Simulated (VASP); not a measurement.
Runs of VASP 6.6.1 on CsSnI3. The structure is that of space group Pm-3m (No. 221), or close to it. The cells are those of the table. 

```tsv
task	cell	k mesh for the DOS	occupations for the DOS	gap on the mesh (eV)	pressure (GPa)
single point	a = 6.379 Å, 5 atoms	-	-	(b)	-1.6
single point	a = 6.254 Å, 5 atoms	-	-	0.36	-0.9
single point	a = 6.072 Å, 5 atoms	-	-	none	(a)
single point	a = 5.766 Å, 5 atoms	-	-	none	5.3
```

Alike in all rows: level PBEsol; potentials or basis VASP PAW PBE potentials, release 64 (Cs_sv, Sn_d, I); no spin polarisation; k mesh 6 × 6 × 6; cutoff (eV) 520; smearing gaussian 0.01 eV.

Task: Fill in the values left out.

Result: (a) 0.6; (b) 0.60.

Caveats: the PAW data sets were made with another functional, which shifts forces and pressure a little; spin-orbit coupling is left out, which moves the levels of the heavy elements.

A k mesh can miss the band edges, and the runs leave out spin-orbit coupling on Cs, I, Sn.

A gap of «none» marks levels without a gap at the run's occupations.
